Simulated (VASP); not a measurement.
# Cr (Fm-3m) in VASP: further runs, part 2 of 2

VASP 6.6.1. Earlier steps stand in the parts before.

### 4 Single point, BLYP (11.79 Å³/atom)

This run uses another cell than the first one, of 11.79 Å³/atom.

The input, INCAR:

```
SYSTEM = Cr
AGGAC = 1.0
AGGAX = 1.0
ALDAC = 0.0
ALDAX = 1.0
ALGO = Normal
EDIFF = 1E-6
ENCUT = 500
GGA = B5
GGA_COMPAT = .False.
ISIF = 2
ISMEAR = -1
LASPH = .True.
LCHARG = .False.
LREAL = .False.
LWAVE = .False.
NBANDS = 12
NELM = 120
PREC = Accurate
SIGMA = 0.1
```

The input, KPOINTS:

```
k-points
0
Gamma
  17 17 17
  0 0 0
```

The input, POSCAR:

```
Cr
1.0
    0.0000000000      1.8066765382      1.8066765382
    1.8066765382      0.0000000000      1.8066765382
    1.8066765382      1.8066765382      0.0000000000
Cr
1
Direct
    0.0000000000      0.0000000000      0.0000000000
```

Potentials or basis: VASP PAW PBE potentials, release 64 (Cr_pv).

Launch:

```
> cat potpaw_PBE.64/Cr_pv/POTCAR > POTCAR
> mpirun -np 1 vasp_std > vasp.out
```

OUTCAR:

```text
SYSTEM = Cr
   EDIFF = 1E-6
   ENCUT = 500
   GGA = B5
   ISIF = 2
   ISMEAR = -1
   LASPH = .True.
   LREAL = .False.
   NELM = 120
   PREC = Accurate

 ion  position               nearest neighbor table
   1  0.000  0.000  0.000-

  LATTYP: Found a face centered cubic cell.
 ALAT       =     3.6133530764

  Lattice vectors:

 A1 = (   0.0000000000,   1.8066765382,   1.8066765382)
 A2 = (   1.8066765382,   0.0000000000,   1.8066765382)
[... 538 lines left out ...]
     12      32.5869      0.00000

 [... further k-points ...]

------------------------ aborting loop because EDIFF is reached ----------------------------------------

  FORCE on cell =-STRESS in cart. coord.  units (eV):
  Direction    XX          YY          ZZ          XY          YZ          ZX
  --------------------------------------------------------------------------------------
  -------------------------------------------------------------------------------------
  Total        0.6873003      0.6873003      0.6873003     -0.0000000      0.0000000     -0.0000000
  in kB       93.3653943     93.3653943     93.3653943     -0.0000000      0.0000000     -0.0000000
  external PRESSURE =      93.3653943 kB  Pullay stress =       0.0000000 kB

 VOLUME and BASIS-vectors are now :
 -----------------------------------------------------------------------------
  energy-cutoff  :      500.00
  volume of cell :       11.79
      direct lattice vectors                 reciprocal lattice vectors
     0.000000000  1.806676538  1.806676538    -0.276751255  0.276751255  0.276751255
     1.806676538  0.000000000  1.806676538     0.276751255 -0.276751255  0.276751255
     1.806676538  1.806676538  0.000000000     0.276751255  0.276751255 -0.276751255

 POSITION                                       TOTAL-FORCE (eV/Angst)
 -----------------------------------------------------------------------------------
      0.00000      0.00000      0.00000         0.000000      0.000000      0.000000
 -----------------------------------------------------------------------------------
    total drift:                                0.000000     -0.000000      0.000000

  FREE ENERGIE OF THE ION-ELECTRON SYSTEM (eV)
  ---------------------------------------------------
  free  energy   TOTEN  =        -7.9722024343 eV

  energy  without entropy=       -7.9147971766  energy(sigma->0) =       -7.94349981
```

OSZICAR:

```text
N       E                     dE             d eps       ncg     rms          rms(c)
DAV:   1     0.800710562803E+02    0.80071E+02   -0.68648E+03  3992   0.116E+03
DAV:   2    -0.808039902588E+01   -0.88151E+02   -0.85030E+02  4024   0.295E+02
DAV:   3    -0.929422047364E+01   -0.12138E+01   -0.12044E+01  4500   0.412E+01
DAV:   4    -0.930061030382E+01   -0.63898E-02   -0.63896E-02  4304   0.299E+00
DAV:   5    -0.930068783449E+01   -0.77531E-04   -0.77530E-04  4440   0.302E-01    0.114E+01
DAV:   6    -0.800005993307E+01    0.13006E+01   -0.34688E+00  4188   0.325E+01    0.162E+00
DAV:   7    -0.798023833787E+01    0.19822E-01   -0.76432E-02  4036   0.424E+00    0.816E-01
DAV:   8    -0.797229035236E+01    0.79480E-02   -0.40145E-03  4328   0.964E-01    0.124E-01
DAV:   9    -0.797220804262E+01    0.82310E-04   -0.45876E-04  4060   0.334E-01    0.231E-02
DAV:  10    -0.797220332716E+01    0.47155E-05   -0.18355E-05  4212   0.469E-02    0.280E-03
DAV:  11    -0.797220243429E+01    0.89287E-06   -0.12791E-07  2704   0.482E-03
   1 F= -.79722024E+01 E0= -.79434998E+01  d E =-.574053E-01
```

Run time: 28 s. Hardware: 1 thread of Intel Xeon 8259CL, shared host; peak memory 0.14 GiB.

Results:

- Free energy: -7.9722 eV
- Pressure: 9.3 GPa
- Band gap on the k mesh: zero (bands 6 and 7 overlap by 2.98 eV)

Caveat: the cell stands under pressure; an empty level that is flat over the whole mesh can mark a ghost state of the potentials, or a narrow d or f band; the PAW data sets were made with another functional, which shifts forces and pressure a little; the run has no spin polarisation, though such a crystal can be magnetic. Spin polarisation is off, so any magnetic state and its effect on volume and gap are missing.

### 5 Single point, BLYP (12.29 Å³/atom)

The input, INCAR:

```
AGGAC    = 1.0          
AGGAX    = 1.0          
ALDAC    = 0.0          
ALDAX    = 1.0          
ALGO     = Normal         # electronic algorithm
EDIFF    = 1E-6           # SCF threshold, eV
ENCUT    = 500            # plane-wave cutoff, eV
GGA      = B5             # functional
GGA_COMPAT= F            
ISIF     = 2              # what is computed and relaxed
ISMEAR   = -1             # smearing method
LASPH    = T              # aspherical terms in the spheres
LCHARG   = F              # write CHGCAR
LREAL    = F              # projectors in reciprocal space
LWAVE    = F              # write WAVECAR
NBANDS   = 12             # bands
NELM     = 120            # most SCF steps
PREC     = Accurate       # precision mode
SIGMA    = 0.1            # smearing width, eV
```

The input, KPOINTS:

```
k-points
0
Gamma
  17 17 17
```

The input, POSCAR:

```
Cr
1.0
    0.0000000000      1.8314286076      1.8314286076
    1.8314286076      0.0000000000      1.8314286076
    1.8314286076      1.8314286076      0.0000000000
Cr
1
Direct
    0.0000000000      0.0000000000      0.0000000000
```

Launch:

```
> cat potpaw_PBE.64/Cr_pv/POTCAR > POTCAR
> mpirun -np 1 vasp_std > vasp.out
```

Wall time 34 s (1 thread of Intel Xeon 8259CL, shared host); peak memory 0.14 GiB.

The run converged. Its results:

| Item | Value |
| --- | --- |
| Free energy | -7.9861 eV |
| Pressure | -0.3 GPa |
| Band gap on the k mesh | zero (bands 6 and 7 overlap by 2.81 eV) |

Levels at points of the mesh, in eV from the Fermi level:
```tsv
k point	band 4	band 5	band 6	band 7	band 8	band 9
(0.00, 0.00, 0.00)	-7.20	-0.45	-0.45	-0.45	1.25	1.25
```

Caveat: an empty level that is flat over the whole mesh can mark a ghost state of the potentials, or a narrow d or f band; the PAW data sets were made with another functional, which shifts forces and pressure a little; the run has no spin polarisation, though such a crystal can be magnetic. Spin polarisation is off, so any magnetic state and its effect on volume and gap are missing.

### 6 Single point, BLYP (12.78 Å³/atom)

This run uses another cell than the first one, of 12.78 Å³/atom.

The input, INCAR:

```
SYSTEM = Cr
AGGAC = 1.0 ; AGGAX = 1.0
ALDAC = 0.0 ; ALDAX = 1.0
ALGO = Normal ; EDIFF = 1E-6
ENCUT = 500 ; GGA = B5
GGA_COMPAT = .False. ; ISIF = 2
ISMEAR = -1 ; LASPH = .True.
LCHARG = .True. ; LELF = .True.
LREAL = .False. ; LVHAR = .True.
LWAVE = .False. ; NBANDS = 12
NELM = 120 ; PREC = Accurate
SIGMA = 0.1
```

The input, KPOINTS:

```
k-points
0
Gamma
  17 17 17
  0 0 0
```

The input, POSCAR:

```
Cr
1.0
    0.0000000000      1.8555291162      1.8555291162
    1.8555291162      0.0000000000      1.8555291162
    1.8555291162      1.8555291162      0.0000000000
Cr
1
Direct
    0.0000000000      0.0000000000      0.0000000000
```

Potentials or basis: VASP PAW PBE potentials, release 64 (Cr_pv).

Launch:

```
> cat potpaw_PBE.64/Cr_pv/POTCAR > POTCAR
> mpirun -np 1 vasp_std > vasp.out
```

OUTCAR:

```text
SYSTEM = Cr
   EDIFF = 1E-6
   ENCUT = 500
   GGA = B5
   ISIF = 2
   ISMEAR = -1
   LASPH = .True.
   LREAL = .False.
   NELM = 120
   PREC = Accurate

 ion  position               nearest neighbor table
   1  0.000  0.000  0.000-

  LATTYP: Found a face centered cubic cell.
 ALAT       =     3.7110582324

  Lattice vectors:

 A1 = (   0.0000000000,   1.8555291162,   1.8555291162)
 A2 = (   1.8555291162,   0.0000000000,   1.8555291162)
 A3 = (   1.8555291162,   1.8555291162,   0.0000000000)

Analysis of symmetry for initial positions (statically):
=====================================================================
 Subroutine PRICEL returns:
 Original cell was already a primitive cell.

 Routine SETGRP: Setting up the symmetry group for a
 face centered cubic supercell.

 Subroutine GETGRP returns: Found 48 space group operations
 (whereof 48 operations were pure point group operations)
 out of a pool of 48 trial point group operations.

The static configuration has the point symmetry O_h .

Analysis of symmetry for dynamics (positions and initial velocities):
=====================================================================
 Subroutine PRICEL returns:
 Original cell was already a primitive cell.

 Routine SETGRP: Setting up the symmetry group for a
 face centered cubic supercell.

 Subroutine GETGRP returns: Found 48 space group operations
 (whereof 48 operations were pure point group operations)
 out of a pool of 48 trial point group operations.

The dynamic configuration has the point symmetry O_h .

 Subroutine INISYM returns: Found 48 space group operations
 (whereof 48 operations are pure point group operations),
 and found     1 'primitive' translations

----------------------------------------------------------------------------------------

                                     Primitive cell

[... 112 lines left out ...]
   LORBIT       =      0    0 simple, 1 ext, 2 COOP (PROOUT), +10 PAW based schemes
   GGA     = B5    functional components
   LHFCALC =     F    Hartree Fock is set to
   AEXX    =    0.0000 exact exchange contribution
   IVDW    =     0    specifies the selected vdW correction
   LEPSILON=     F    determine dielectric tensor
   LRPA    =     F    only Hartree local field effects (RPA)
 non-spin polarized calculation
  energy-cutoff  :      500.00
  volume of cell :       12.78
 maximum number of plane-waves:       334
   NGX =  9   NGY =  9   NGZ =  9

 number of electron      11.9999989 magnetization

 Free energy of the ion-electron system (eV)
  ---------------------------------------------------
  ext. energy  EPLUGINS =         0.00000000
  ---------------------------------------------------
  free energy    TOTEN  =        -7.97351185 eV

  energy without entropy =       -7.91011310  energy(sigma->0) =       -7.94181247

 E-fermi :   9.8573     XC(G=0): -12.5176

 val. band max:        9.8566164065   @ k =   0.1765   0.1176   0.0000
 cond. band min:       9.8666129054   @ k =  -0.4706   0.1765   0.0588
 fundamental gap:      0.0099964989
 Fermi energy:         9.8573104481

 k-point     1 :       0.0000    0.0000    0.0000
  band No.  band energies     occupation
      1     -32.4873      2.00000
      2     -32.4873      2.00000
      3     -32.4873      2.00000
      4       2.7904      2.00000
      5       9.4292      1.97273
      6       9.4292      1.97273
      7       9.4292      1.97272
      8      11.0382      0.00001
      9      11.0382      0.00001
     10      16.9826      0.00000
     11      29.3735      0.00000
     12      34.5299      0.00000
[... 331 lines left out ...]
 k-point    24 :      -0.1176    0.0588    0.0000
  band No.  band energies     occupation
      1     -32.6178      2.00000
      2     -32.5207      2.00000
      3     -32.4984      2.00000
      4       3.5994      2.00000
      5       9.0873      1.99910
      6       9.6610      1.75375
      7       9.6658      1.74329
      8      10.8031      0.00016
      9      11.0885      0.00001
     10      16.9827      0.00000
     11      28.9057      0.00000
     12      30.6629      0.00000

 [... further k-points ...]

------------------------ aborting loop because EDIFF is reached ----------------------------------------

  FORCE on cell =-STRESS in cart. coord.  units (eV):
  Direction    XX          YY          ZZ          XY          YZ          ZX
  --------------------------------------------------------------------------------------
  -------------------------------------------------------------------------------------
  Total       -0.6360915     -0.6360915     -0.6360915      0.0000000     -0.0000000      0.0000000
  in kB      -79.7621496    -79.7621496    -79.7621496      0.0000000     -0.0000000      0.0000000
  external PRESSURE =     -79.7621496 kB  Pullay stress =       0.0000000 kB

 VOLUME and BASIS-vectors are now :
 -----------------------------------------------------------------------------
  energy-cutoff  :      500.00
  volume of cell :       12.78
      direct lattice vectors                 reciprocal lattice vectors
     0.000000000  1.855529116  1.855529116    -0.269464917  0.269464917  0.269464917
     1.855529116  0.000000000  1.855529116     0.269464917 -0.269464917  0.269464917
     1.855529116  1.855529116  0.000000000     0.269464917  0.269464917 -0.269464917

 POSITION                                       TOTAL-FORCE (eV/Angst)
 -----------------------------------------------------------------------------------
      0.00000      0.00000      0.00000         0.000000      0.000000      0.000000
 -----------------------------------------------------------------------------------
    total drift:                                0.000000     -0.000000      0.000000

  FREE ENERGIE OF THE ION-ELECTRON SYSTEM (eV)
  ---------------------------------------------------
  free  energy   TOTEN  =        -7.9735118475 eV

  energy  without entropy=       -7.9101130995  energy(sigma->0) =       -7.94181247
```

Run time: 45 s. Hardware: 1 thread of Intel Xeon 8259CL, shared host; peak memory 0.14 GiB.

What came out:

```yaml
Free_energy: -7.9735 eV
Pressure: -8.0 GPa
Band_gap_on_the_k_mesh: zero (bands 6 and 7 overlap by 2.66 eV)
```

Caveat: the cell stands under tension; an empty level that is flat over the whole mesh can mark a ghost state of the potentials, or a narrow d or f band; the PAW data sets were made with another functional, which shifts forces and pressure a little; the run has no spin polarisation, though such a crystal can be magnetic. Spin polarisation is off, so any magnetic state and its effect on volume and gap are missing.

### 7 The runs side by side

| cell | k mesh | gap on the mesh (eV) | pressure (GPa) |
| --- | --- | --- | --- |
| a = 2.590 Å, angles 60.0°, 1 atom | 15 × 15 × 15 | none | -0.2 |
| a = 2.482 Å, angles 60.0°, 1 atom | 17 × 17 × 17 | none | 35.7 |
| a = 2.555 Å, angles 60.0°, 1 atom | 17 × 17 × 17 | none | 9.3 |
| a = 2.590 Å, angles 60.0°, 1 atom | 17 × 17 × 17 | none | -0.3 |
| a = 2.624 Å, angles 60.0°, 1 atom | 17 × 17 × 17 | none | -8.0 |

Alike in all rows: task single point; level BLYP; potentials or basis VASP PAW PBE potentials, release 64 (Cr_pv); no spin polarisation; cutoff (eV) 500; smearing fermi-dirac 0.1 eV.

Caveats: an empty level that is flat over the whole mesh can mark a ghost state of the potentials, or a narrow d or f band; the PAW data sets were made with another functional, which shifts forces and pressure a little; the run has no spin polarisation, though such a crystal can be magnetic; the cell stands under pressure (at least some runs); the cell stands under tension (at least some runs).

Total energies depend on the potentials used, so only differences within one code and one set of settings carry meaning.
